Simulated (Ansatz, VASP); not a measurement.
# Sn in VASP and in Ansatz

```
Sn
1.0
     0.00000    3.21281    3.21281
     3.21281    0.00000    3.21281
     3.21281    3.21281    0.00000
Sn
2
Direct
  0.50000 0.50000 0.50000
  0.75000 0.75000 0.75000
```

Change from the starting cell: volume scaled by 0.97.

Alike in both runs: task single point; functional LDA; k mesh 9 × 9 × 9; occupations fermi-dirac, width 0.03 eV; no spin polarisation.

```csv
,VASP,Ansatz
version,VASP 6.6.1,Ansatz 0.2.0
potentials or method,"VASP PAW LDA potentials, release 64 (Sn_d), cutoff 520 eV","all-electron LAPW, scalar-relativistic"
```

|  | VASP | Ansatz | Ansatz less VASP |
| --- | --- | --- | --- |
| pressure (GPa) | 1.1 | 1.0 | -0.02 |

LDA's correlation is that of Perdew and Zunger in VASP and of Perdew and Wang (1992) in Ansatz. Ansatz ran all-electron here, and VASP with PAW potentials.
